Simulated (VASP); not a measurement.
# KCl (P4/mmm) in VASP: notebook, part 2 of 3

VASP 6.6.1. The steps go on from the part before.

## (4) Single point, PBEsol (strain +0.000 along x and y, -0.050 along z)

Input file INCAR:

```
SYSTEM = KCl
  PREC = Accurate
  ENCUT = 520
  EDIFF = 1E-6
  ISMEAR = 0
  SIGMA = 0.05
  LREAL = .False.
  LASPH = .True.
  NELM = 80
  ALGO = Normal
  ISIF = 2
  LWAVE = .False.
  LCHARG = .True.
  GGA = PS
  LELF = .True.
  LVHAR = .True.
  NBANDS = 15
```

Input file KPOINTS:

```
Automatic mesh
0
Gamma
  6 6 6
  0 0 0
```

Input file POSCAR:

```
KCl
1.0
    3.8391960000      0.0000000000      0.0000000000
    0.0000000000      3.8391960000      0.0000000000
    0.0000000000      0.0000000000      3.6472362000
K Cl
1 1
Direct
    0.0000000000      0.0000000000      0.0000000000
    0.5000000000      0.5000000000      0.5000000000
```

Potentials or basis: VASP PAW PBE potentials, release 64 (K_sv, Cl).

Command:

```console
$ cat potpaw_PBE.64/K_sv/POTCAR potpaw_PBE.64/Cl/POTCAR > POTCAR
$ mpirun -np 1 vasp_std > vasp.out
```

OUTCAR:

```text
SYSTEM = KCl
   PREC = Accurate
   ENCUT = 520
   EDIFF = 1E-6
   ISMEAR = 0
   LREAL = .False.
   LASPH = .True.
   NELM = 80
   ISIF = 2
   GGA = PS

 ion  position               nearest neighbor table
   1  0.000  0.000  0.000-
   2  0.500  0.500  0.500-

  LATTYP: Found a simple tetragonal cell.
 ALAT       =     3.8391960000
 C/A-ratio  =     0.9500000000

  Lattice vectors:

 A1 = (   3.8391960000,   0.0000000000,   0.0000000000)
 A2 = (   0.0000000000,   3.8391960000,   0.0000000000)
 A3 = (   0.0000000000,   0.0000000000,   3.6472362000)

Analysis of symmetry for initial positions (statically):
=====================================================================
 Subroutine PRICEL returns:
 Original cell was already a primitive cell.

 Routine SETGRP: Setting up the symmetry group for a
 simple tetragonal supercell.

 Subroutine GETGRP returns: Found 16 space group operations
 (whereof 16 operations were pure point group operations)
 out of a pool of 16 trial point group operations.

The static configuration has the point symmetry D_4h.

Analysis of symmetry for dynamics (positions and initial velocities):
=====================================================================
 Subroutine PRICEL returns:
 Original cell was already a primitive cell.

 Routine SETGRP: Setting up the symmetry group for a
 simple tetragonal supercell.

 Subroutine GETGRP returns: Found 16 space group operations
 (whereof 16 operations were pure point group operations)
 out of a pool of 16 trial point group operations.

The dynamic configuration has the point symmetry D_4h.

 Subroutine INISYM returns: Found 16 space group operations
 (whereof 16 operations are pure point group operations),
 and found     1 'primitive' translations

----------------------------------------------------------------------------------------

                                     Primitive cell

  volume of cell :      53.7582
[... 112 lines left out ...]
  Thomas-Fermi vector in A             =   2.229311
   LORBIT       =      0    0 simple, 1 ext, 2 COOP (PROOUT), +10 PAW based schemes
   GGA     = PS    functional components
   LHFCALC =     F    Hartree Fock is set to
   AEXX    =    0.0000 exact exchange contribution
   IVDW    =     0    specifies the selected vdW correction
   LEPSILON=     F    determine dielectric tensor
   LRPA    =     F    only Hartree local field effects (RPA)
 non-spin polarized calculation
 Gauss-broadening in eV      SIGMA  =   0.05
  energy-cutoff  :      520.00
  volume of cell :       53.76
 maximum number of plane-waves:      1460
 NGX is ok and might be reduce to    30
   NGX = 15   NGY = 15   NGZ = 13

 number of electron      16.0000004 magnetization

 Free energy of the ion-electron system (eV)
  ---------------------------------------------------
  ext. energy  EPLUGINS =         0.00000000
  ---------------------------------------------------
  free energy    TOTEN  =        -6.90006615 eV

  energy without entropy =       -6.90006615  energy(sigma->0) =       -6.90006615

 E-fermi :  -0.2196     XC(G=0):  -8.4995

 val. band max:       -0.4675034630   @ k =   0.5000   0.5000   0.0000
 cond. band min:       4.1575409727   @ k =   0.0000   0.0000   0.0000
 fundamental gap:      4.6250444357
 Fermi energy:        -0.2196125813

 k-point     1 :       0.0000    0.0000    0.0000
  band No.  band energies     occupation
      1     -28.4652      2.00000
      2     -13.2895      2.00000
      3     -11.9137      2.00000
      4     -11.9137      2.00000
      5     -11.8783      2.00000
      6      -0.9513      2.00000
      7      -0.9513      2.00000
      8      -0.6509      2.00000
      9       4.1575      0.00000
     10       5.6279      0.00000
     11       5.8855      0.00000
     12       9.8533      0.00000
     13      10.2519      0.00000
     14      10.2519      0.00000
[... 401 lines left out ...]
      2     -13.1311      2.00000
      3     -12.1483      2.00000
      4     -11.9857      2.00000
      5     -11.8477      2.00000
      6      -2.0564      2.00000
      7      -1.7233      2.00000
      8      -0.7867      2.00000
      9       5.9502      0.00000
     10       6.6397      0.00000
     11       8.3895      0.00000
     12       8.5835      0.00000
     13       9.3126      0.00000
     14      10.5627      0.00000
     15      11.5699      0.00000

 [... further k-points ...]
[... 5 lines left out ...]
  --------------------------------------------------------------------------------------
  -------------------------------------------------------------------------------------
  Total       -0.4419822     -0.4419822      0.3326379      0.0000000      0.0000000      0.0000000
  in kB      -13.1725813    -13.1725813      9.9137463      0.0000000      0.0000000      0.0000000
  external PRESSURE =      -5.4771388 kB  Pullay stress =       0.0000000 kB

 VOLUME and BASIS-vectors are now :
 -----------------------------------------------------------------------------
  energy-cutoff  :      520.00
  volume of cell :       53.76
      direct lattice vectors                 reciprocal lattice vectors
     3.839196000  0.000000000  0.000000000     0.260471203  0.000000000  0.000000000
     0.000000000  3.839196000  0.000000000     0.000000000  0.260471203  0.000000000
     0.000000000  0.000000000  3.647236200     0.000000000  0.000000000  0.274180213

 POSITION                                       TOTAL-FORCE (eV/Angst)
 -----------------------------------------------------------------------------------
      0.00000      0.00000      0.00000         0.000000      0.000000      0.000000
      1.91960      1.91960      1.82362         0.000000      0.000000      0.000000
 -----------------------------------------------------------------------------------
    total drift:                                0.000000      0.000000     -0.000000

  FREE ENERGIE OF THE ION-ELECTRON SYSTEM (eV)
  ---------------------------------------------------
  free  energy   TOTEN  =        -6.9000661471 eV

  energy  without entropy=       -6.9000661471  energy(sigma->0) =       -6.90006615
```

Wall time 48 s (1 thread of Intel Xeon 8259CL, shared host); peak memory 0.18 GiB.

Results:

```yaml
Free_energy: -6.9001 eV
Pressure: -0.5 GPa
Band_gap_on_the_k_mesh: 4.62 eV, indirect (least direct gap 4.81 eV)
```

Stress tensor (GPa, compression positive):
```
-1.32  0.00  0.00
 0.00 -1.32  0.00
 0.00  0.00  0.99
```

Levels at points of the mesh, in eV from the valence-band top:
| k point | band 4 | band 5 | band 6 | band 7 | band 8 | band 9 | band 10 | band 11 | band 12 | band 13 |
| --- | --- | --- | --- | --- | --- | --- | --- | --- | --- | --- |
| (0.00, 0.00, 0.00) | -11.45 | -11.41 | -0.48 | -0.48 | -0.18 | 4.62 | 6.10 | 6.35 | 10.32 | 10.72 |
| (0.50, 0.00, 0.00) | -11.38 | -11.26 | -2.11 | -0.54 | -0.20 | 7.56 | 7.56 | 8.18 | 9.90 | 10.52 |
| (0.50, 0.50, 0.00) | -11.69 | -11.36 | -1.48 | -1.48 | 0.00 | 5.81 | 7.32 | 9.08 | 9.08 | 11.28 |
| (0.00, 0.00, 0.50) | -11.40 | -11.35 | -2.14 | -0.47 | -0.47 | 7.61 | 7.75 | 8.45 | 9.78 | 10.20 |
| (0.50, 0.00, 0.50) | -11.66 | -11.37 | -1.54 | -1.40 | -0.24 | 5.94 | 6.89 | 8.48 | 8.66 | 11.33 |
| (0.50, 0.50, 0.50) | -11.60 | -11.60 | -1.71 | -1.60 | -1.60 | 8.57 | 8.57 | 8.76 | 9.69 | 9.69 |

Caveat: the cell differs from its parent crystal (strain +0.000 along x and y, -0.050 along z); the PAW data sets were made with another functional, which shifts forces and pressure a little. A k mesh can miss the band edges.

## (5) Single point, PBEsol (strain -0.025 along x and y, +0.000 along z)

Input file INCAR:

```
SYSTEM = KCl
ALGO = Normal
EDIFF = 1E-6
ENCUT = 520
GGA = PS
ISIF = 2
ISMEAR = 0
LASPH = .TRUE.
LCHARG = .TRUE.
LELF = .TRUE.
LREAL = .FALSE.
LVHAR = .TRUE.
LWAVE = .FALSE.
NBANDS = 15
NELM = 100
PREC = Accurate
SIGMA = 0.05
```

Input file KPOINTS:

```
k-points
0
G
  6 6 6
  0 0 0
```

Input file POSCAR:

```
KCl
1.0
    3.7432161000      0.0000000000      0.0000000000
    0.0000000000      3.7432161000      0.0000000000
    0.0000000000      0.0000000000      3.8391960000
K Cl
1 1
Direct
    0.0000000000      0.0000000000      0.0000000000
    0.5000000000      0.5000000000      0.5000000000
```

Command:

```console
$ cat potpaw_PBE.64/K_sv/POTCAR potpaw_PBE.64/Cl/POTCAR > POTCAR
$ mpirun -np 1 vasp_std > vasp.out
```

Wall time 44 s (1 thread of Intel Xeon 8259CL, shared host); peak memory 0.17 GiB.

Results (log left out):

| Property | Result |
| --- | --- |
| Free energy | -6.9099 eV |
| Pressure | -0.6 GPa |
| Band gap on the k mesh | 4.78 eV, indirect (least direct gap 4.99 eV) |

Stress tensor (GPa, compression positive):
```
-0.19  0.00  0.00
 0.00 -0.19  0.00
 0.00  0.00 -1.32
```

Levels at points of the mesh, in eV from the valence-band top:
| k point | band 6 | band 7 | band 8 | band 9 | band 10 | band 11 |
| --- | --- | --- | --- | --- | --- | --- |
| (0.00, 0.00, 0.00) | -0.35 | -0.21 | -0.21 | 4.78 | 6.30 | 6.40 |
| (0.50, 0.00, 0.00) | -1.99 | -0.37 | -0.22 | 7.72 | 7.81 | 8.44 |
| (0.50, 0.50, 0.00) | -1.34 | -1.34 | -0.11 | 6.08 | 7.03 | 8.71 |
| (0.00, 0.00, 0.50) | -1.98 | -0.25 | -0.25 | 7.72 | 7.76 | 8.25 |
| (0.50, 0.00, 0.50) | -1.37 | -1.31 | 0.00 | 6.01 | 7.24 | 8.91 |
| (0.50, 0.50, 0.50) | -1.52 | -1.52 | -1.47 | 8.71 | 8.80 | 8.80 |

Caveat: the cell differs from its parent crystal (strain -0.025 along x and y, +0.000 along z); the PAW data sets were made with another functional, which shifts forces and pressure a little.

(Continued in part 3 of 3.)
